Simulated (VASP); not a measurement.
# Si15Mo (P1) in VASP: single point with PBEsol

Aim: the single point of Si15Mo with PBEsol.

Program: VASP 6.6.1. These are calculated values, not measurements. Logs are shortened: lines on timing, memory, paths and dates and some standing lists are left out, and cuts for length are marked.

### Step 1. The cell of the first run

The typed cell holds 16 atoms: a = 7.689 Å, b = 7.689 Å, c = 7.689 Å, α = 60.00°, β = 60.00°, γ = 60.00°.

### Step 2. Single point, PBEsol, collinear spin

The input, INCAR:

```
PREC     = Accurate       # precision mode
ENCUT    = 520            # plane-wave cutoff, eV
EDIFF    = 1E-7           # SCF threshold, eV
ISMEAR   = 0              # smearing method
SIGMA    = 0.05           # smearing width, eV
LREAL    = Auto         
LASPH    = True           # aspherical terms in the spheres
NELM     = 150            # most SCF steps
ALGO     = Normal         # electronic algorithm
ISIF     = 2              # what is computed and relaxed
LWAVE    = False          # write WAVECAR
LCHARG   = False          # write CHGCAR
ISPIN    = 2              # spin polarisation
MAGMOM   = 2 0 0 0 0 0 0 0 0 0 0 0 0 0 0 0 # initial moments
LORBIT   = 11             # projections on sites
LMAXMIX  = 4              # l up to which the mixer works
GGA      = PS             # functional
NBANDS   = 55             # bands
```

The input, KPOINTS:

```
Automatic mesh
0
Gamma
  3 3 3
```

The input, POSCAR:

```
Si15Mo
1.0
    0.0000000000      5.4370000000      5.4370000000
    5.4370000000      0.0000000000      5.4370000000
    5.4370000000      5.4370000000      0.0000000000
Mo Si
1 15
Direct
    0.9993546609      0.9985862513      0.0015552719
    0.9980612521      0.9979787802      0.5023202166
    0.9982386831      0.5001527518      0.9991540387
    0.9981353438      0.5009468725      0.5015105833
    0.5009660284      0.9976566524      0.9995290371
    0.5000846520      0.9979463222      0.5026542266
    0.5012901211      0.5001108728      0.9992638071
    0.4994575473      0.4991015151      0.5007664590
    0.1283864142      0.1275852945      0.1297249614
    0.1274213331      0.1282874892      0.6153177199
    0.1287392062      0.6124180581      0.1289523127
    0.1252836141      0.6240216902      0.6252277249
    0.6131572147      0.1275344374      0.1300523780
    0.6241178574      0.1249124031      0.6256005070
    0.6242990851      0.6237105230      0.1265853926
    0.6241949663      0.6239945633      0.6253315285
```

Potentials or basis: VASP PAW PBE potentials, release 64 (Mo_sv, Si).

Launch:

```sh
$ cat potpaw_PBE.64/Mo_sv/POTCAR potpaw_PBE.64/Si/POTCAR > POTCAR
$ mpirun -np 1 vasp_std > vasp.out
```

OUTCAR:

```text
PREC = Accurate
   ENCUT = 520
   EDIFF = 1E-7
   ISMEAR = 0
   LREAL = Auto
   LASPH = True
   NELM = 150
   ISIF = 2
   ISPIN = 2
   LORBIT = 11
   GGA = PS

 ion  position               nearest neighbor table
   1  0.999  0.999  0.002-  11 2.42  13 2.42   9 2.42  10 2.42
   2  0.998  0.998  0.502-   9 2.34  10 2.34  14 2.35  12 2.35
   3  0.998  0.500  0.999-  11 2.34   9 2.34  12 2.35  15 2.35
   4  0.998  0.501  0.502-  11 2.34  10 2.34  16 2.35  12 2.35
   5  0.501  0.998  1.000-   9 2.34  13 2.34  14 2.35  15 2.35
   6  0.500  0.998  0.503-  13 2.34  10 2.34  14 2.35  16 2.35
[... 8 lines left out ...]
  15  0.624  0.624  0.127-   7 2.35   3 2.35   5 2.35   8 2.35
  16  0.624  0.624  0.625-   7 2.35   4 2.35   6 2.35   8 2.35

  LATTYP: Found a face centered cubic cell.
 ALAT       =    10.8740000000

  Lattice vectors:

 A1 = (   0.0000000000,   5.4370000000,   5.4370000000)
 A2 = (   5.4370000000,   0.0000000000,   5.4370000000)
 A3 = (   5.4370000000,   5.4370000000,   0.0000000000)

Analysis of symmetry for initial positions (statically):
=====================================================================
 Subroutine PRICEL returns:
 Original cell was already a primitive cell.

 Routine SETGRP: Setting up the symmetry group for a
 face centered cubic supercell.

 Subroutine GETGRP returns: Found  1 space group operations
 (whereof  1 operations were pure point group operations)
 out of a pool of 48 trial point group operations.

The static configuration has the point symmetry C_1 .

Analysis of symmetry for dynamics (positions and initial velocities):
=====================================================================
 Subroutine PRICEL returns:
 Original cell was already a primitive cell.

 Routine SETGRP: Setting up the symmetry group for a
 face centered cubic supercell.

 Subroutine GETGRP returns: Found  1 space group operations
 (whereof  1 operations were pure point group operations)
 out of a pool of 48 trial point group operations.

The dynamic configuration has the point symmetry C_1 .

Analysis of structural, dynamic, and magnetic symmetry:
=====================================================================
 Subroutine PRICEL returns:
 Original cell was already a primitive cell.

 Routine SETGRP: Setting up the symmetry group for a
 face centered cubic supercell.

 Subroutine GETGRP returns: Found  1 space group operations
[... 162 lines left out ...]
  ---------------------------------------------------
  ext. energy  EPLUGINS =         0.00000000
  ---------------------------------------------------
  free energy    TOTEN  =       -94.51911856 eV

  energy without entropy =      -94.51540554  energy(sigma->0) =      -94.51726205

 E-fermi :   5.8154     XC(G=0):  -9.6887

 val. band max:        5.7940320828   @ k =   0.3333   0.3333   0.0000
 cond. band min:       5.9316543140   @ k =   0.3333   0.0000   0.3333
 fundamental gap:      0.1376222312
 Fermi energy:         5.8153924576

 spin component 1

 k-point     1 :       0.0000    0.0000    0.0000
  band No.  band energies     occupation
      1     -54.5743      1.00000
      2     -28.8002      1.00000
      3     -28.7989      1.00000
      4     -28.7984      1.00000
      5      -5.9750      1.00000
      6      -3.7887      1.00000
[... 717 lines left out ...]
     48       9.3124      0.00000
     49       9.3884      0.00000
 Fermi energy:         5.8153924576

 spin component 2

 k-point     1 :       0.0000    0.0000    0.0000
  band No.  band energies     occupation
      1     -53.8598      1.00000
      2     -28.0113      1.00000
      3     -28.0110      1.00000
      4     -28.0104      1.00000
      5      -5.9579      1.00000
      6      -3.7699      1.00000
[... 717 lines left out ...]
     48       9.3278      0.00000
     49       9.4139      0.00000
 [bands above 49 left out]

------------------------ aborting loop because EDIFF is reached ----------------------------------------

  FORCE on cell =-STRESS in cart. coord.  units (eV):
  Direction    XX          YY          ZZ          XY          YZ          ZX
  --------------------------------------------------------------------------------------
  -------------------------------------------------------------------------------------
  Total        2.2059838      2.2075898      2.2172021     -0.0024133     -0.0011302     -0.0028595
  in kB       10.9952449     11.0032498     11.0511600     -0.0120288     -0.0056333     -0.0142525
  external PRESSURE =      11.0165516 kB  Pullay stress =       0.0000000 kB

 VOLUME and BASIS-vectors are now :
 -----------------------------------------------------------------------------
  energy-cutoff  :      520.00
  volume of cell :      321.45
      direct lattice vectors                 reciprocal lattice vectors
     0.000000000  5.437000000  5.437000000    -0.091962479  0.091962479  0.091962479
     5.437000000  0.000000000  5.437000000     0.091962479 -0.091962479  0.091962479
     5.437000000  5.437000000  0.000000000     0.091962479  0.091962479 -0.091962479

 POSITION                                       TOTAL-FORCE (eV/Angst)
 -----------------------------------------------------------------------------------
      5.43777      5.44195     10.86280        -0.001438     -0.004603      0.003544
      8.15713      8.15757     10.85247        -0.000826      0.000721     -0.100722
      8.15173     10.85982      8.14675         0.001690     -0.097240      0.000330
      5.45036      8.15357      8.15051         0.099884      0.000672     -0.000820
     10.85870      8.15819      8.14801        -0.098257      0.000425     -0.000841
      8.15877      5.45189      8.14479        -0.001119      0.100703      0.000136
[... 8 lines left out ...]
      4.07936      4.08256      6.78543         0.014836      0.014432     -0.013845
      6.79259      6.79368      6.78641        -0.014201     -0.015274     -0.015465
 -----------------------------------------------------------------------------------
    total drift:                                0.000795     -0.001521      0.013229

  FREE ENERGIE OF THE ION-ELECTRON SYSTEM (eV)
  ---------------------------------------------------
  free  energy   TOTEN  =       -94.5191185623 eV

  energy  without entropy=      -94.5154055355  energy(sigma->0) =      -94.51726205

 total charge

# of ion       s       p       d       tot
------------------------------------------
    1        2.373   6.079   4.109  12.562
    2        0.757   0.931   0.000   1.689
    3        0.757   0.931   0.000   1.689
    4        0.757   0.931   0.000   1.689
    5        0.757   0.931   0.000   1.689
    6        0.757   0.931   0.000   1.689
[... 8 lines left out ...]
   15        0.750   0.940   0.000   1.690
   16        0.750   0.940   0.000   1.690
--------------------------------------------------
tot         13.744  20.163   4.109  38.016

 magnetization (x)

# of ion       s       p       d       tot
------------------------------------------
    1        0.017   0.004   1.148   1.169
    2        0.004   0.010   0.000   0.014
    3        0.004   0.010   0.000   0.014
    4        0.004   0.010   0.000   0.014
    5        0.004   0.010   0.000   0.014
    6        0.004   0.010   0.000   0.014
[... 8 lines left out ...]
   15       -0.001  -0.000   0.000  -0.001
   16       -0.001  -0.000   0.000  -0.001
--------------------------------------------------
tot          0.020   0.023   1.148   1.192
```

OSZICAR:

```text
N       E                     dE             d eps       ncg     rms          rms(c)
DAV:   1     0.260421591148E+03    0.26042E+03   -0.29782E+04  3184   0.114E+03
DAV:   2    -0.779327527967E+02   -0.33835E+03   -0.32096E+03  3634   0.214E+02
DAV:   3    -0.963328637775E+02   -0.18400E+02   -0.17997E+02  3944   0.435E+01
DAV:   4    -0.967004949678E+02   -0.36763E+00   -0.36590E+00  3889   0.672E+00
DAV:   5    -0.967078882681E+02   -0.73933E-02   -0.73895E-02  3942   0.967E-01    0.186E+01
DAV:   6    -0.955367518480E+02    0.11711E+01   -0.98023E+00  3701   0.896E+00    0.988E+00
DAV:   7    -0.949152130319E+02    0.62154E+00   -0.62156E+00  3869   0.841E+00    0.738E+00
DAV:   8    -0.945027094967E+02    0.41250E+00   -0.10820E+00  3472   0.336E+00    0.180E+00
DAV:   9    -0.945170280878E+02   -0.14319E-01   -0.11330E-01  3745   0.109E+00    0.755E-01
DAV:  10    -0.945180913383E+02   -0.10633E-02   -0.36113E-03  3980   0.207E-01    0.344E-01
DAV:  11    -0.945187274598E+02   -0.63612E-03   -0.31871E-03  3745   0.155E-01    0.128E-01
DAV:  12    -0.945190347420E+02   -0.30728E-03   -0.52607E-04  4049   0.785E-02    0.736E-02
DAV:  13    -0.945190903748E+02   -0.55633E-04   -0.10144E-04  3873   0.320E-02    0.399E-02
DAV:  14    -0.945191164107E+02   -0.26036E-04   -0.68122E-05  3897   0.240E-02    0.117E-02
DAV:  15    -0.945191183881E+02   -0.19774E-05   -0.67139E-06  3912   0.867E-03    0.881E-03
DAV:  16    -0.945191186027E+02   -0.21467E-06   -0.95356E-07  3937   0.336E-03    0.434E-03
DAV:  17    -0.945191185623E+02    0.40423E-07   -0.27899E-07  3056   0.169E-03
   1 F= -.94519119E+02 E0= -.94517262E+02  d E =-.371303E-02  mag=     1.5286
```

Wall time 8.4 min (1 thread of Intel Xeon 6975P-C (Granite Rapids), shared host); peak memory 0.8 GiB.

Results:

* Free energy: -94.5191 eV
* Pressure: 1.1 GPa
* Largest force: 0.309 eV/Å
* Net moment: 1.53 μB per cell
* Site moments: Mo +1.17; Si +0.01, +0.00, -0.01, -0.00 (each value once) μB
* Valence electrons inside the program's atomic spheres: Mo 12.56; Si 1.69, 1.72 (each value once)

Forces on the atoms (eV/Å):
```
Mo  -0.001 -0.005  0.004
Si  -0.001  0.001 -0.101
Si   0.002 -0.097  0.000
Si   0.100  0.001 -0.001
Si  -0.098  0.000 -0.001
Si  -0.001  0.101  0.000
Si   0.000  0.000  0.099
Si   0.000  0.001  0.000
Si  -0.177 -0.178 -0.180
Si   0.174  0.179 -0.178
Si   0.179 -0.178  0.173
Si  -0.012  0.014  0.018
Si  -0.179  0.178  0.176
Si   0.014 -0.015  0.020
Si   0.015  0.014 -0.014
Si  -0.014 -0.015 -0.015
```

Caveat: the PAW data sets were made with another functional, which shifts forces and pressure a little.
